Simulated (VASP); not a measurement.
# KTi3 (Pm-3m) in VASP: notebook, part 2 of 3

VASP 6.6.1. Earlier steps stand in the parts before.

## Step 3: Relaxation of cell and atoms, PBE

This run uses another cell than the first one, of 21.25 Å³/atom, 0.997 times its volume.

File INCAR:

```
  PREC = Accurate
  ENCUT = 600
  EDIFF = 1E-6
  ISMEAR = 0
  SIGMA = 0.1
  LREAL = F
  LASPH = T
  NELM = 100
  ALGO = Normal
  ISIF = 3
  LWAVE = F
  LCHARG = F
  GGA = PE
  IBRION = 2
  NSW = 100
  EDIFFG = -0.01
```

File KPOINTS:

```
regular mesh
0
Gamma
  10 10 10
```

File POSCAR:

```
KTi3
1.0
    4.3968762727      0.0000000000      0.0000000000
    0.0000000000      4.3968762727      0.0000000000
    0.0000000000      0.0000000000      4.3968762727
K Ti
1 3
Direct
    0.5000000000      0.5000000000      0.5000000000
    0.5000000000      0.0000000000      0.0000000000
    0.0000000000      0.5000000000      0.0000000000
    0.0000000000      0.0000000000      0.5000000000
```

Potentials or basis: VASP PAW PBE potentials, release 64 (K_sv, Ti_sv).

Launch:

```
> cat potpaw_PBE.64/K_sv/POTCAR potpaw_PBE.64/Ti_sv/POTCAR > POTCAR
> mpirun -np 1 vasp_std > vasp.out
```

It took 3.1 min on 1 thread of Intel Xeon Platinum 8375C at 2.90GHz (Ice Lake), shared host; peak memory 0.29 GiB.

The run converged. Its results:

* Free energy: -19.7689 eV
* Relaxed volume: 21.32 Å³/atom
* Relaxed cell: a = 4.402 Å, b = 4.402 Å, c = 4.402 Å, α = 90.00°, β = 90.00°, γ = 90.00°
* Space group after relaxing (to 0.05 Å): Pm-3m (No. 221)
* Energy gained by relaxing: 0.0 meV/atom
* Ionic steps: 2
* Pressure after relaxing: 0.0 GPa

Step by step:
| step | energy change (eV) | largest force (eV/Å) | pressure (GPa) | volume (Å³) |
| --- | --- | --- | --- | --- |
| 1 | 0.0000 | 0.0000 | 0.18 | 85.00 |
| 2 | -0.0001 | 0.0000 | 0.00 | 85.29 |

Final structure:
```
K Ti
1.0
     4.40187    0.00000    0.00000
     0.00000    4.40187    0.00000
     0.00000    0.00000    4.40187
K Ti
1 3
Direct
  0.50000 0.50000 0.50000
  0.50000 0.00000 0.00000
  0.00000 0.50000 0.00000
  0.00000 0.00000 0.50000
```

Levels at points of the mesh, in eV from the Fermi level:
| k point | band 20 | band 21 | band 22 | band 23 | band 24 | band 25 | band 26 | band 27 |
| --- | --- | --- | --- | --- | --- | --- | --- | --- |
| (0.00, 0.00, 0.00) | -1.51 | -0.92 | -0.92 | -0.92 | 1.22 | 1.22 | 1.22 | 2.29 |
| (0.50, 0.00, 0.00) | -0.62 | -0.42 | 0.11 | 0.11 | 0.19 | 0.19 | 0.56 | 1.02 |
| (0.50, 0.50, 0.00) | -0.60 | -0.30 | 0.08 | 0.08 | 0.35 | 0.35 | 0.42 | 0.90 |
| (0.50, 0.50, 0.50) | -1.03 | 0.27 | 0.50 | 0.50 | 0.50 | 1.27 | 1.27 | 1.27 |

## Step 4: Single point, PBE

This run uses another cell than the first one, of 21.25 Å³/atom, 0.997 times its volume.

File INCAR:

```
ALGO = Normal
EDIFF = 1E-7
ENCUT = 520
GGA = PE
ISIF = 2
ISMEAR = 0
LASPH = T
LCHARG = T
LELF = T
LREAL = F
LVHAR = T
LWAVE = F
NBANDS = 30
NELM = 100
PREC = Accurate
SIGMA = 0.1
```

File KPOINTS:

```
k-points
0
Gamma
  4 4 4
```

POSCAR is that of step 3.

Potentials or basis: VASP PAW PBE potentials, release 64 (K_sv, Ti_sv).

Launch:

```
> cat potpaw_PBE.64/K_sv/POTCAR potpaw_PBE.64/Ti_sv/POTCAR > POTCAR
> mpirun -np 1 vasp_std > vasp.out
```

OUTCAR:

```text
EDIFF = 1E-7
   ENCUT = 520
   GGA = PE
   ISIF = 2
   ISMEAR = 0
   LASPH = T
   LREAL = F
   NELM = 100
   PREC = Accurate

 ion  position               nearest neighbor table
   1  0.500  0.500  0.500-   2 3.11   3 3.11   4 3.11   2 3.11   3 3.11   2 3.11   4 3.11   2 3.11
                             3 3.11   4 3.11   3 3.11   4 3.11
   2  0.500  0.000  0.000-   1 3.11   1 3.11   1 3.11   1 3.11
   3  0.000  0.500  0.000-   1 3.11   1 3.11   1 3.11   1 3.11
   4  0.000  0.000  0.500-   1 3.11   1 3.11   1 3.11   1 3.11

  LATTYP: Found a simple cubic cell.
 ALAT       =     4.3968762727

  Lattice vectors:

 A1 = (   4.3968762727,   0.0000000000,   0.0000000000)
 A2 = (   0.0000000000,   4.3968762727,   0.0000000000)
 A3 = (   0.0000000000,   0.0000000000,   4.3968762727)

Analysis of symmetry for initial positions (statically):
=====================================================================
 Subroutine PRICEL returns:
 Original cell was already a primitive cell.

 Routine SETGRP: Setting up the symmetry group for a
 simple cubic supercell.

 Subroutine GETGRP returns: Found 48 space group operations
 (whereof 48 operations were pure point group operations)
 out of a pool of 48 trial point group operations.

The static configuration has the point symmetry O_h .

Analysis of symmetry for dynamics (positions and initial velocities):
=====================================================================
 Subroutine PRICEL returns:
 Original cell was already a primitive cell.

 Routine SETGRP: Setting up the symmetry group for a
 simple cubic supercell.

 Subroutine GETGRP returns: Found 48 space group operations
 (whereof 48 operations were pure point group operations)
 out of a pool of 48 trial point group operations.

The dynamic configuration has the point symmetry O_h .
[... 104 lines left out ...]
   EFERMI_NEDOS =   21; number of points for ismear=-14 and -15
   IALGO  =     38    algorithm
   IMIX   =      4    mixing-type and parameters
     AMIX     =   0.40;   BMIX     =  1.00
     AMIX_MAG =   1.60;   BMIX_MAG =  1.00
  volume/ion in A,a.u.               =      21.25       143.41
  Fermi-wavevector in a.u.,A,eV,Ry     =   1.324346  2.502651 23.863149  1.753892
  Thomas-Fermi vector in A             =   2.453887
   LORBIT       =      0    0 simple, 1 ext, 2 COOP (PROOUT), +10 PAW based schemes
   GGA     = PE    functional components
   LHFCALC =     F    Hartree Fock is set to
   AEXX    =    0.0000 exact exchange contribution
   IVDW    =     0    specifies the selected vdW correction
   LEPSILON=     F    determine dielectric tensor
   LRPA    =     F    only Hartree local field effects (RPA)
 non-spin polarized calculation
 Gauss-broadening in eV      SIGMA  =   0.10
  energy-cutoff  :      520.00
  volume of cell :       85.00
 maximum number of plane-waves:      2320
 NGX is ok and might be reduce to    36
   NGX = 17   NGY = 17   NGZ = 17

 number of electron      45.0000008 magnetization

 Free energy of the ion-electron system (eV)
  ---------------------------------------------------
  ext. energy  EPLUGINS =         0.00000000
  ---------------------------------------------------
  free energy    TOTEN  =       -19.76128069 eV

  energy without entropy =      -19.74140348  energy(sigma->0) =      -19.75134209

 E-fermi :   5.5610     XC(G=0): -10.3579

 val. band max:        5.5564490933   @ k =   0.5000   0.2500   0.2500
 cond. band min:       5.6365245133   @ k =   0.5000   0.5000   0.0000
 fundamental gap:      0.0800754201
 Fermi energy:         5.5610067000

 k-point     1 :       0.0000    0.0000    0.0000
  band No.  band energies     occupation
      1     -51.4196      2.00000
      2     -51.3670      2.00000
      3     -51.3670      2.00000
      4     -27.7619      2.00000
      5     -27.7619      2.00000
      6     -27.7619      2.00000
[... 319 lines left out ...]
     29       7.3045      0.00000
     30       7.3053      0.00000

------------------------ aborting loop because EDIFF is reached ----------------------------------------

  FORCE on cell =-STRESS in cart. coord.  units (eV):
  Direction    XX          YY          ZZ          XY          YZ          ZX
  --------------------------------------------------------------------------------------
  -------------------------------------------------------------------------------------
  Total        0.1290640      0.1290640      0.1290640      0.0000000      0.0000000     -0.0000000
  in kB        2.4326691      2.4326691      2.4326691      0.0000000      0.0000000     -0.0000000
  external PRESSURE =       2.4326691 kB  Pullay stress =       0.0000000 kB

 VOLUME and BASIS-vectors are now :
 -----------------------------------------------------------------------------
  energy-cutoff  :      520.00
  volume of cell :       85.00
      direct lattice vectors                 reciprocal lattice vectors
     4.396876273  0.000000000  0.000000000     0.227434191  0.000000000  0.000000000
     0.000000000  4.396876273  0.000000000     0.000000000  0.227434191  0.000000000
     0.000000000  0.000000000  4.396876273     0.000000000  0.000000000  0.227434191

 POSITION                                       TOTAL-FORCE (eV/Angst)
 -----------------------------------------------------------------------------------
      2.19844      2.19844      2.19844         0.000000      0.000000      0.000000
      2.19844      0.00000      0.00000         0.000000      0.000000      0.000000
      0.00000      2.19844      0.00000         0.000000      0.000000      0.000000
      0.00000      0.00000      2.19844         0.000000      0.000000      0.000000
 -----------------------------------------------------------------------------------
    total drift:                                0.000000      0.000000     -0.000000

  FREE ENERGIE OF THE ION-ELECTRON SYSTEM (eV)
  ---------------------------------------------------
  free  energy   TOTEN  =       -19.7612806879 eV

  energy  without entropy=      -19.7414034828  energy(sigma->0) =      -19.75134209
```

OSZICAR:

```text
N       E                     dE             d eps       ncg     rms          rms(c)
DAV:   1     0.558599874428E+03    0.55860E+03   -0.22898E+04   600   0.171E+03
DAV:   2     0.449744673710E+02   -0.51363E+03   -0.50254E+03   606   0.526E+02
DAV:   3    -0.152589252208E+02   -0.60233E+02   -0.58402E+02  1022   0.154E+02
DAV:   4    -0.227186790340E+02   -0.74598E+01   -0.73883E+01  1024   0.452E+01
DAV:   5    -0.230917348281E+02   -0.37306E+00   -0.37287E+00   856   0.847E+00    0.189E+01
DAV:   6    -0.197360248975E+02    0.33557E+01   -0.21257E+01   714   0.327E+01    0.441E+00
DAV:   7    -0.197378225911E+02   -0.17977E-02   -0.10712E+00   832   0.665E+00    0.395E+00
DAV:   8    -0.197610852441E+02   -0.23263E-01   -0.25070E-01   846   0.317E+00    0.118E+00
DAV:   9    -0.197598652321E+02    0.12200E-02   -0.38442E-02   906   0.125E+00    0.427E-01
DAV:  10    -0.197609928489E+02   -0.11276E-02   -0.36154E-03   928   0.369E-01    0.210E-01
DAV:  11    -0.197612379772E+02   -0.24513E-03   -0.55955E-04   770   0.173E-01    0.737E-02
DAV:  12    -0.197612793598E+02   -0.41383E-04   -0.13784E-04   904   0.724E-02    0.943E-03
DAV:  13    -0.197612803769E+02   -0.10171E-05   -0.13815E-05  1066   0.194E-02    0.359E-03
DAV:  14    -0.197612805234E+02   -0.14641E-06   -0.53456E-07   682   0.401E-03    0.250E-03
DAV:  15    -0.197612807024E+02   -0.17908E-06   -0.64159E-08   512   0.210E-03    0.795E-04
DAV:  16    -0.197612806879E+02    0.14492E-07   -0.33222E-08   488   0.147E-03
   1 F= -.19761281E+02 E0= -.19751342E+02  d E =-.198772E-01
```

stdout:

```text
POSCAR found type information on POSCAR K Ti
 POSCAR found :  2 types and       4 ions
 scaLAPACK will be used
 LDA part: xc-table for (Slater+PW92), standard interpolation
 POSCAR, INCAR and KPOINTS ok, starting setup
 FFT: planning ... GRIDC
 FFT: planning ... GRID_SOFT
 FFT: planning ... GRID
 WAVECAR not read
 entering main loop
```

Run time: 31 s. Hardware: 1 thread of Intel Xeon Platinum 8375C at 2.90GHz (Ice Lake), shared host; peak memory 0.21 GiB.

Results:

```yaml
Free_energy: -19.7613 eV
Pressure: 0.2 GPa
```

Levels at points of the mesh, in eV from the Fermi level:
```tsv
k point	band 20	band 21	band 22	band 23	band 24	band 25	band 26	band 27
(0.00, 0.00, 0.00)	-1.53	-0.94	-0.94	-0.94	1.22	1.22	1.22	2.29
(0.50, 0.00, 0.00)	-0.62	-0.43	0.10	0.10	0.18	0.18	0.55	1.01
(0.50, 0.50, 0.00)	-0.60	-0.32	0.08	0.08	0.33	0.33	0.42	0.88
(0.50, 0.50, 0.50)	-1.04	0.26	0.50	0.50	0.50	1.26	1.26	1.26
```

(Part 2 of 3 ends here.)
